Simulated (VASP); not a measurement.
Crystal: SnGe5.

```
CELL_PARAMETERS angstrom
3.08440 0.00000 0.00000
0.00000 4.36199 0.00000
0.00000 0.00000 9.25319
ATOMIC_POSITIONS crystal
Sn 0.00000 0.00000 0.50000
Ge 0.00000 0.00000 0.16667
Ge 0.50000 0.50000 0.33333
Ge 0.50000 0.50000 0.66667
Ge 0.00000 0.00000 0.83333
Ge 0.50000 0.50000 0.00000
```

* Program: VASP 6.6.1
* Task: relaxation of cell and atoms
* Functional: PBE
* Potentials or basis: VASP PAW PBE potentials, release 64 (Sn_d, Ge_d)
* Cutoff: 600 eV
* k mesh: 6 × 4 × 2
* Occupations: gaussian, width 0.1 eV
* Spin: no spin polarisation

At the start: pressure 1.6 GPa; volume 20.75 Å³/atom.

Task: How do energy, volume and symmetry change on relaxing?

Result: Over 16 steps the energy falls by 41.0 meV/atom and the volume is 21.21 Å³/atom (+2.2 %); space group Pmmm (No. 47, to 0.1 Å) before and after.

The path:
```
step  energy change (eV)  largest force (eV/Å)  pressure (GPa)  volume (Å³)
   1              0.0000                0.4907            1.62       124.49
   2             -0.0390                0.3880           -0.42       128.31
   3             -0.0402                0.3501           -1.14       129.75
   4             -0.0729                0.2645           -1.04       129.37
   5             -0.1519                0.2557           -0.65       128.20
   6             -0.0853                0.3881            2.52       125.81
   7             -0.1862                0.1154            0.02       127.42
   8             -0.1868                0.0730            0.07       127.24
   9             -0.2274                0.1084            0.16       127.11
  10             -0.1960                0.1841            0.87       126.68
  11             -0.2390                0.0997            0.21       126.99
  12             -0.2391                0.1090            0.23       126.97
  13             -0.2424                0.0400           -0.49       128.39
  14             -0.2443                0.0576           -0.27       127.85
  15             -0.2451                0.0425            0.27       126.82
  16             -0.2460                0.0095            0.08       127.27
```

Final structure:
```
Sn Ge
1.0
     3.03330    0.00000    0.00000
     0.00000    4.46488    0.00000
     0.00000    0.00000    9.39754
Sn Ge
1 5
Direct
  0.00000 0.00000 0.50000
  0.00000 0.00000 0.14512
  0.50000 0.50000 0.29842
  0.50000 0.50000 0.70158
  0.00000 0.00000 0.85488
  0.50000 0.50000 0.00000
```

Caveat: the k points lie up to 0.35 Å⁻¹ apart in the final cell, too coarse for converged energies and pressures of a metal.
